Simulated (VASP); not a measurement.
# Hf in VASP: a series of runs

Hf is run at these levels: LDA; tasks: single point.

Everything below comes from runs of VASP 6.6.1. Logs are shortened: lines on timing, memory, paths and dates and some standing lists are left out, and cuts for length are marked.

## Step 1: The cell of the first run

The cell holds a slab with vacuum, 6 atoms: a = 3.119 Å, b = 4.942 Å, c = 22.303 Å, α = 90.00°, β = 90.00°, γ = 90.00°.

## Step 2: Single point, LDA

The input, INCAR:

```
SYSTEM = Hf
ALGO = Normal ; DIPOL = 0.5 0.5 0.500
EDIFF = 1E-6 ; ENCUT = 520
IDIPOL = 3 ; ISIF = 2
ISMEAR = -1 ; LASPH = .TRUE.
LCHARG = .FALSE. ; LDIPOL = .TRUE.
LREAL = .FALSE. ; LWAVE = .FALSE.
NBANDS = 39 ; NELM = 60
PREC = Accurate ; SIGMA = 0.05
```

The input, KPOINTS:

```
k-points
0
G
  12 8 1
  0 0 0
```

The input, POSCAR:

```
Hf
1.0
    3.1189746401      0.0000000000      0.0000000000
    0.0000000000      4.9420572749      0.0000000000
    0.0000000000      0.0000000000     22.3026000000
Hf
6
Direct
    0.7500000000      0.7500000000      0.3631568204
    0.2500000000      0.2500000000      0.4027226110
    0.2500000000      0.7500000000      0.4773401564
    0.7500000000      0.2500000000      0.5226598223
    0.7500000000      0.7500000000      0.5972774648
    0.2500000000      0.2500000000      0.6368431251
```

Potentials or basis: VASP PAW LDA potentials, release 64 (Hf_pv).

Started as:

```bash
cat potpaw_LDA.64/Hf_pv/POTCAR > POTCAR
mpirun -np 1 vasp_std > vasp.out
```

OUTCAR:

```text
SYSTEM = Hf
   EDIFF = 1E-6
   ENCUT = 520
   ISIF = 2
   ISMEAR = -1
   LASPH = .TRUE.
   LREAL = .FALSE.
   NELM = 60
   PREC = Accurate

 ion  position               nearest neighbor table
   1  0.750  0.750  0.363-   3 2.99   3 2.99   2 3.05   2 3.05   2 3.05   2 3.05
   2  0.250  0.250  0.403-   3 2.98   3 2.98   1 3.05   1 3.05   1 3.05   1 3.05   4 3.10   4 3.10

   3  0.250  0.750  0.477-   2 2.98   2 2.98   1 2.99   1 2.99   4 3.09   4 3.09   4 3.09   4 3.09
                             5 3.10   5 3.10
   4  0.750  0.250  0.523-   5 2.98   5 2.98   6 2.99   6 2.99   3 3.09   3 3.09   3 3.09   3 3.09
                             2 3.10   2 3.10
   5  0.750  0.750  0.597-   4 2.98   4 2.98   6 3.05   6 3.05   6 3.05   6 3.05   3 3.10   3 3.10

   6  0.250  0.250  0.637-   4 2.99   4 2.99   5 3.05   5 3.05   5 3.05   5 3.05

  LATTYP: Found a simple orthorhombic cell.
 ALAT       =     3.1189746401
 B/A-ratio  =     1.5845134524
 C/A-ratio  =     7.1506192174

  Lattice vectors:

 A1 = (   3.1189746401,   0.0000000000,   0.0000000000)
 A2 = (   0.0000000000,   4.9420572749,   0.0000000000)
 A3 = (   0.0000000000,   0.0000000000,  22.3026000000)

Analysis of symmetry for initial positions (statically):
=====================================================================
 Subroutine PRICEL returns:
 Original cell was already a primitive cell.

 Routine SETGRP: Setting up the symmetry group for a
 simple orthorhombic supercell.

 Subroutine GETGRP returns: Found  8 space group operations
 (whereof  2 operations were pure point group operations)
 out of a pool of  8 trial point group operations.

The static configuration has the point symmetry S_2 .
 The point group associated with its full space group is D_2h.

Analysis of symmetry for dynamics (positions and initial velocities):
=====================================================================
 Subroutine PRICEL returns:
 Original cell was already a primitive cell.

 Routine SETGRP: Setting up the symmetry group for a
 simple orthorhombic supercell.

 Subroutine GETGRP returns: Found  8 space group operations
 (whereof  2 operations were pure point group operations)
 out of a pool of  8 trial point group operations.

The dynamic configuration has the point symmetry S_2 .
 The point group associated with its full space group is D_2h.

 Subroutine INISYM returns: Found  8 space group operations
 (whereof  2 operations are pure point group operations),
 and found     1 'primitive' translations

----------------------------------------------------------------------------------------

[... 113 lines left out ...]
   EMIN   =  10.00;   EMAX   =-10.00  energy-range for DOS
   EFERMI =   0.00;   METHOD = LEGACY
   ISMEAR =    -1;   SIGMA  =   0.05  broadening in eV -4-tet -1-fermi 0-gaus
   EFERMI_NEDOS =   21; number of points for ismear=-14 and -15
   IALGO  =     38    algorithm
   IMIX   =      4    mixing-type and parameters
     AMIX     =   0.40;   BMIX     =  1.00
     AMIX_MAG =   1.60;   BMIX_MAG =  1.00
  volume/ion in A,a.u.               =      57.30       386.65
  Fermi-wavevector in a.u.,A,eV,Ry     =   0.914886  1.728883 11.388294  0.837016
  Thomas-Fermi vector in A             =   2.039564
   LORBIT       =      0    0 simple, 1 ext, 2 COOP (PROOUT), +10 PAW based schemes
   GGA     = CA    functional components
   LHFCALC =     F    Hartree Fock is set to
   AEXX    =    0.0000 exact exchange contribution
   IVDW    =     0    specifies the selected vdW correction
   LEPSILON=     F    determine dielectric tensor
   LRPA    =     F    only Hartree local field effects (RPA)
 non-spin polarized calculation
  energy-cutoff  :      520.00
  volume of cell :      343.78
 maximum number of plane-waves:      9294
 NGX is ok and might be reduce to    24
   NGX = 11   NGY = 19   NGZ = 83

 dipolmoment           0.000000      0.000000      0.000000 electrons x Angstroem

 number of electron      60.0000002 magnetization

 dipolmoment           0.000000      0.000000     -0.000000 electrons x Angstroem

 Free energy of the ion-electron system (eV)
  ---------------------------------------------------
  ext. energy  EPLUGINS =         0.00000000
  ---------------------------------------------------
  free energy    TOTEN  =       -60.24791373 eV

  energy without entropy =      -60.19420517  energy(sigma->0) =      -60.22105945

 E-fermi :  -0.5907     XC(G=0):  -5.2622

 val. band max:       -0.6037000191   @ k =   0.4167   0.3750   0.0000
 cond. band min:      -0.5903063877   @ k =   0.2500   0.2500   0.0000
 fundamental gap:      0.0133936314
 Fermi energy:        -0.5906791955

 k-point     1 :       0.0000    0.0000    0.0000
  band No.  band energies     occupation
      1     -31.5477      2.00000
      2     -31.4903      2.00000
      3     -31.4863      2.00000
      4     -31.4690      2.00000
      5     -31.1245      2.00000
      6     -31.0036      2.00000
[... 997 lines left out ...]
     38       0.6535      0.00000
     39       1.1521      0.00000

 [... further k-points ...]

------------------------ aborting loop because EDIFF is reached ----------------------------------------

 vacuum level on the upper side and lower side of the slab       (xc-potential included)        -0.177        -0.177

  FORCE on cell =-STRESS in cart. coord.  units (eV):
  Direction    XX          YY          ZZ          XY          YZ          ZX
  --------------------------------------------------------------------------------------
  -------------------------------------------------------------------------------------
  Total       -5.4448121     -1.8470780     -0.0475662     -0.0000000      0.0000000      0.0000000
  in kB      -25.3757198     -8.6083659     -0.2216836     -0.0000000      0.0000000      0.0000000
  external PRESSURE =     -11.4019231 kB  Pullay stress =       0.0000000 kB

 VOLUME and BASIS-vectors are now :
 -----------------------------------------------------------------------------
  energy-cutoff  :      520.00
  volume of cell :      343.78
      direct lattice vectors                 reciprocal lattice vectors
     3.118974640  0.000000000  0.000000000     0.320618189  0.000000000  0.000000000
     0.000000000  4.942057275  0.000000000     0.000000000  0.202344883  0.000000000
     0.000000000  0.000000000 22.302600000     0.000000000  0.000000000  0.044837822

 POSITION                                       TOTAL-FORCE (eV/Angst)
 -----------------------------------------------------------------------------------
      2.33923      3.70654      8.09934         0.000000      0.000000      0.015450
      0.77974      1.23551      8.98176        -0.000000      0.000000     -0.009980
      0.77974      3.70654     10.64593         0.000000      0.000000     -0.020228
      2.33923      1.23551     11.65667        -0.000000     -0.000000      0.020228
      2.33923      3.70654     13.32084        -0.000000      0.000000      0.009980
      0.77974      1.23551     14.20326        -0.000000      0.000000     -0.015450
 -----------------------------------------------------------------------------------
    total drift:                                0.000000     -0.000000     -0.000122

  FREE ENERGIE OF THE ION-ELECTRON SYSTEM (eV)
  ---------------------------------------------------
  free  energy   TOTEN  =       -60.2479137286 eV

  energy  without entropy=      -60.1942051673  energy(sigma->0) =      -60.22105945

 vacuum level on the upper side and lower side of the slab         3.379         3.379
```

OSZICAR:

```text
N       E                     dE             d eps       ncg     rms          rms(c)
DAV:   1     0.220800657378E+03    0.22080E+03   -0.33372E+04  3802   0.128E+03
DAV:   2    -0.481430049091E+02   -0.26894E+03   -0.26085E+03  3388   0.290E+02
DAV:   3    -0.644360875868E+02   -0.16293E+02   -0.15448E+02  3363   0.507E+01
[... 22 lines left out ...]
DAV:  26    -0.602479013636E+02   -0.42857E-05   -0.12924E-07  1849   0.164E-03    0.426E-03
DAV:  27    -0.602479096343E+02   -0.82707E-05   -0.65349E-07  2001   0.179E-03    0.518E-03
DAV:  28    -0.602479115468E+02   -0.19125E-05   -0.62048E-08  1772   0.116E-03    0.483E-03
DAV:  29    -0.602479133882E+02   -0.18413E-05   -0.68474E-08  1784   0.101E-03    0.269E-03
DAV:  30    -0.602479137286E+02   -0.34044E-06   -0.18514E-08  1680   0.559E-04
   1 F= -.60247914E+02 E0= -.60221059E+02  d E =-.537086E-01
```

Wall time 32 min (1 thread of Oxide Virtual Turin-like, shared host); peak memory 0.5 GiB.

Results:

```
Free energy            : -60.2479 eV
Largest force          : 0.020 eV/Å
Band gap on the k mesh : zero (bands 30 and 31 overlap by 0.49 eV)
```

Forces in eV/Å, atoms in the order of the input:
```
Hf   0.000  0.000  0.015
Hf   0.000  0.000 -0.010
Hf   0.000  0.000 -0.020
Hf   0.000  0.000  0.020
Hf   0.000  0.000  0.010
Hf   0.000  0.000 -0.015
```

Caveat: spin-orbit coupling is left out, which moves the levels of the heavy elements.

## Step 3: Single point, LDA

The input, INCAR:

```
SYSTEM = Hf
ALGO = Normal
DIPOL = 0.5 0.5 0.500
EDIFF = 1E-7
EFIELD = -0.2
ENCUT = 520
GGA = CA
IDIPOL = 3
ISIF = 2
ISMEAR = -1
LASPH = .TRUE.
LCHARG = .FALSE.
LDIPOL = .TRUE.
LREAL = .FALSE.
LWAVE = .FALSE.
NBANDS = 39
NELM = 100
PREC = Accurate
SIGMA = 0.05
```

KPOINTS is that of step 2.

POSCAR is that of step 2.

Potentials or basis: VASP PAW LDA potentials, release 64 (Hf_pv).

Started as:

```bash
cat potpaw_LDA.64/Hf_pv/POTCAR > POTCAR
mpirun -np 1 vasp_std > vasp.out
```

Run time: 49 min. Hardware: 1 thread of Oxide Virtual Turin-like, shared host; peak memory 0.5 GiB.

It converged, with:

```
Free energy            : -60.2653 eV
Largest force          : 0.042 eV/Å
Band gap on the k mesh : zero (bands 30 and 31 overlap by 0.49 eV)
```

Forces in eV/Å, atoms in the order of the input:
```
Hf   0.000  0.000  0.042
Hf   0.000  0.000 -0.030
Hf   0.000  0.000 -0.029
Hf   0.000  0.000  0.011
Hf   0.000  0.000 -0.010
Hf   0.000  0.000  0.016
```

Levels at points of the mesh, in eV from the Fermi level:
```csv
k point,band 28,band 29,band 30,band 31,band 32,band 33
"(0.00, 0.00, 0.00)",-0.35,-0.05,0.11,0.82,0.86,0.87
"(0.50, 0.00, 0.00)",-1.23,-1.02,-1.02,0.43,0.44,0.71
"(0.00, 0.50, 0.00)",-0.89,-0.05,-0.04,0.33,0.34,0.61
"(0.50, 0.50, 0.00)",-0.94,-0.52,-0.52,0.55,0.55,0.82
```

Caveat: spin-orbit coupling is left out, which moves the levels of the heavy elements.
